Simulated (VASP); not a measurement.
# Lu (P6_3/mmc) in VASP: further runs, part 2 of 2

VASP 6.6.1.

## (3) Relaxation of cell and atoms, PBE

This run uses another cell than the first one, of 29.68 Å³/atom, 1.025 times its volume.

Contents of INCAR:

```
SYSTEM = Lu
ALGO = Normal
EDIFF = 1E-6
EDIFFG = -0.03
ENCUT = 600
GGA = PE
IBRION = 2
ISIF = 3
ISMEAR = 0
LASPH = .True.
LCHARG = .False.
LREAL = .False.
LWAVE = .False.
NELM = 60
NSW = 80
PREC = Accurate
SIGMA = 0.05
```

Contents of KPOINTS:

```
k-points
0
Gamma
  6 6 4
  0 0 0
```

Contents of POSCAR:

```
Lu
1.0
    3.5100000000      0.0000000000      0.0000000000
   -1.7550000000      3.0397491673      0.0000000000
    0.0000000000      0.0000000000      5.5633500000
Lu
2
Direct
    0.3333333333      0.6666666667      0.7500000000
    0.6666666667      0.3333333333      0.2500000000
```

Potentials or basis: VASP PAW PBE potentials, release 64 (Lu).

On the command line:

```bash
> cat potpaw_PBE.64/Lu/POTCAR > POTCAR
> mpirun -np 1 vasp_std > vasp.out
```

OUTCAR:

```text
SYSTEM = Lu
   EDIFF = 1E-6
   EDIFFG = -0.03
   ENCUT = 600
   GGA = PE
   IBRION = 2
   ISIF = 3
   ISMEAR = 0
   LASPH = .True.
   LREAL = .False.
   NELM = 60
   NSW = 80
   PREC = Accurate

 ion  position               nearest neighbor table
   1  0.333  0.667  0.750-   2 3.44   2 3.44   2 3.44   2 3.44   2 3.44   2 3.44
   2  0.667  0.333  0.250-   1 3.44   1 3.44   1 3.44   1 3.44   1 3.44   1 3.44

  LATTYP: Found a hexagonal cell.
 ALAT       =     3.5100000000
 C/A-ratio  =     1.5850000000

  Lattice vectors:

 A1 = (   3.5100000000,   0.0000000000,   0.0000000000)
 A2 = (  -1.7550000000,   3.0397491673,   0.0000000000)
 A3 = (   0.0000000000,   0.0000000000,   5.5633500000)

Analysis of symmetry for initial positions (statically):
=====================================================================
 Subroutine PRICEL returns:
 Original cell was already a primitive cell.

 Routine SETGRP: Setting up the symmetry group for a
 hexagonal supercell.

 Subroutine GETGRP returns: Found 24 space group operations
 (whereof 12 operations were pure point group operations)
 out of a pool of 24 trial point group operations.

The static configuration has the point symmetry D_3d.
 The point group associated with its full space group is D_6h.

Analysis of symmetry for dynamics (positions and initial velocities):
=====================================================================
 Subroutine PRICEL returns:
 Original cell was already a primitive cell.

 Routine SETGRP: Setting up the symmetry group for a
 hexagonal supercell.

 Subroutine GETGRP returns: Found 24 space group operations
 (whereof 12 operations were pure point group operations)
 out of a pool of 24 trial point group operations.

The dynamic configuration has the point symmetry D_3d.
 The point group associated with its full space group is D_6h.
[... 100 lines left out ...]
   NFREE  =      1    steps in history (QN), initial steepest desc. (CG)
   ISIF   =      3    stress and relaxation
   ISYM   =      2    0-nonsym 1-usesym 2-fastsym
   POTIM  = 0.5000    time-step for ionic-motion
   TEBEG  =    0.0;   TEEND  =   0.0 temperature during run
   PSTRESS=    0.0 pullay stress
   NELECT =      50.0000    total number of electrons
   NUPDOWN=      -1.0000    fix difference up-down
   EMIN   =  10.00;   EMAX   =-10.00  energy-range for DOS
   EFERMI =   0.00;   METHOD = LEGACY
   ISMEAR =     0;   SIGMA  =   0.05  broadening in eV -4-tet -1-fermi 0-gaus
   EFERMI_NEDOS =   21; number of points for ismear=-14 and -15
   IALGO  =     38    algorithm
   IMIX   =      4    mixing-type and parameters
     AMIX     =   0.40;   BMIX     =  1.00
     AMIX_MAG =   1.60;   BMIX_MAG =  1.00
  volume/ion in A,a.u.               =      29.68       200.28
  Fermi-wavevector in a.u.,A,eV,Ry     =   1.546101  2.921706 32.523735  2.390427
  Thomas-Fermi vector in A             =   2.651385
   LORBIT       =      0    0 simple, 1 ext, 2 COOP (PROOUT), +10 PAW based schemes
   GGA     = PE    functional components
   LHFCALC =     F    Hartree Fock is set to
   AEXX    =    0.0000 exact exchange contribution
   IVDW    =     0    specifies the selected vdW correction
   LEPSILON=     F    determine dielectric tensor
   LRPA    =     F    only Hartree local field effects (RPA)
 conjugate gradient relaxation of ions
 non-spin polarized calculation
 Gauss-broadening in eV      SIGMA  =   0.05
  energy-cutoff  :      600.00
  volume of cell :       59.36
 maximum number of plane-waves:      1996
 NGX is ok and might be reduce to    28
   NGX = 13   NGY = 13   NGZ = 23

--------------------------------------- Ionic step        1  -------------------------------------------

 number of electron      50.0000000 magnetization

 Free energy of the ion-electron system (eV)
  ---------------------------------------------------
  ext. energy  EPLUGINS =         0.00000000
  ---------------------------------------------------
  free energy    TOTEN  =        -9.06319782 eV

  energy without entropy =       -9.06145391  energy(sigma->0) =       -9.06232586

------------------------ aborting loop because EDIFF is reached ----------------------------------------

  FORCE on cell =-STRESS in cart. coord.  units (eV):
  Direction    XX          YY          ZZ          XY          YZ          ZX
  --------------------------------------------------------------------------------------
  -------------------------------------------------------------------------------------
  Total       -0.0324513     -0.0324513     -0.8845084     -0.0000000      0.0000000     -0.0000000
  in kB       -0.8759130     -0.8759130    -23.8743366     -0.0000000      0.0000000     -0.0000000
  external PRESSURE =      -8.5420542 kB  Pullay stress =       0.0000000 kB
[... 131 lines left out ...]
--------------------------------------- Ionic step        5  -------------------------------------------

 number of electron      49.9999997 magnetization

 Free energy of the ion-electron system (eV)
  ---------------------------------------------------
  ext. energy  EPLUGINS =         0.00000000
  ---------------------------------------------------
  free energy    TOTEN  =        -9.07350957 eV

  energy without entropy =       -9.07222865  energy(sigma->0) =       -9.07286911

 E-fermi :   2.2459     XC(G=0): -10.6640

 val. band max:        2.1532496003   @ k =   0.3333   0.1667   0.2500
 cond. band min:       2.2599117868   @ k =   0.3333   0.0000   0.0000
 fundamental gap:      0.1066621865
 Fermi energy:         2.2459015863

 k-point     1 :       0.0000    0.0000    0.0000
  band No.  band energies     occupation
      1     -53.9732      2.00000
      2     -53.9356      2.00000
      3     -24.9188      2.00000
      4     -24.5014      2.00000
      5     -24.5014      2.00000
      6     -24.4112      2.00000
[... 711 lines left out ...]
  FREE ENERGIE OF THE ION-ELECTRON SYSTEM (eV)
  ---------------------------------------------------
  free  energy   TOTEN  =        -9.0735095696 eV

  energy  without entropy=       -9.0722286466  energy(sigma->0) =       -9.07286911

 reached required accuracy - stopping structural energy minimisation
```

CONTCAR:

```text
Lu
   1.00000000000000
     3.5188671666323628    0.0000000000000000    0.0000000000000000
    -1.7594335833161814    3.0474283588633417    0.0000000000000000
    -0.0000000000000000    0.0000000000000000    5.4311493088683589
  Lu
     2
Direct
     0.3333333332999970    0.6666666667000030    0.7500000000000000
     0.6666666667000030    0.3333333332999970    0.2500000000000000

  0.00000000E+00  0.00000000E+00  0.00000000E+00
  0.00000000E+00  0.00000000E+00  0.00000000E+00
```

Run time: 82 s. Hardware: 1 thread of Intel Xeon 6975P-C (Granite Rapids), shared host; peak memory 0.22 GiB.

Results:

| Quantity | Value |
| --- | --- |
| Free energy | -9.0735 eV |
| Relaxed volume | 29.12 Å³/atom |
| Relaxed cell | a = 3.519 Å, b = 3.519 Å, c = 5.431 Å, α = 90.00°, β = 90.00°, γ = 120.00° |
| Space group after relaxing (to 0.05 Å) | P6_3/mmc (No. 194) |
| Energy gained by relaxing | 5.2 meV/atom |
| Ionic steps | 5 |
| Pressure after relaxing | 0.1 GPa |
| Band gap on the k mesh | zero (band 25 reaches 3.50 eV, above the bottom of band 26 at 1.56 eV) |

Step by step:
| step | energy change (eV) | largest force (eV/Å) | pressure (GPa) | volume (Å³) |
| --- | --- | --- | --- | --- |
| 1 | 0.0000 | 0.0000 | -0.85 | 59.36 |
| 2 | -0.0097 | 0.0000 | 0.24 | 58.00 |
| 3 | -0.0097 | 0.0000 | 0.34 | 57.95 |
| 4 | -0.0103 | 0.0000 | -0.12 | 58.32 |
| 5 | -0.0103 | 0.0000 | 0.06 | 58.24 |

Final structure:
```
Lu
1.0
     3.51887    0.00000    0.00000
    -1.75943    3.04743    0.00000
     0.00000    0.00000    5.43115
Lu
2
Direct
  0.33333 0.66667 0.75000
  0.66667 0.33333 0.25000
```

Levels at points of the mesh, in eV from the Fermi level:
```
           k point  band 23  band 24  band 25  band 26  band 27  band 28
(0.00, 0.00, 0.00)    -4.89    -2.38     0.73     2.14     2.14     2.69
(0.50, 0.00, 0.00)    -2.39    -1.42    -0.83    -0.42     1.64     1.77
(0.00, 0.00, 0.50)    -4.35    -4.35     1.26     1.26     2.02     2.02
(0.50, 0.00, 0.50)    -2.12    -2.12     0.09     0.09     1.36     1.36
```

Caveat: spin-orbit coupling is left out, which moves the levels of the heavy elements.
